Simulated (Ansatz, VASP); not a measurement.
## MoS2 in VASP and in Ansatz

```
Mo S
1.0
     1.61313    0.93134    6.12333
    -1.61313    0.93134    6.12333
     0.00000   -1.86268    6.12333
Mo S
1 2
Cartesian
  0.0000 0.0000 0.0000
  0.0000 0.0000 13.7481
  0.0000 0.0000 10.7446
```

Change from the starting cell: equal xx and yy strain of +2 %.

Alike in both runs: task single point; functional LDA; k mesh 15 × 15 × 15; occupations fermi-dirac, width 0.05 eV; no spin polarisation.

```csv
,VASP,Ansatz
version,VASP 6.6.1,Ansatz 0.2.0
potentials or method,"VASP PAW LDA potentials, release 64 (Mo_sv, S), cutoff 520 eV","all-electron LAPW, scalar-relativistic"
```

VASP gave:

| Item | Value |
| --- | --- |
| pressure (GPa) | -4.3 |
| traceless stress, the component that is largest in VASP (GPa) | 6.30 |
| rms of the force components (eV/Å) | 0.190 |

Task: Estimate Ansatz's values.

Result: Pressure (GPa): -4.3; traceless stress, the component that is largest in VASP (GPa): 6.34; rms of the force components (eV/Å): 0.184.

LDA's correlation is that of Perdew and Zunger in VASP and of Perdew and Wang (1992) in Ansatz. Atom by atom the forces differ by 0.005 eV/Å (rms over components). Ansatz ran all-electron here, and VASP with PAW potentials.
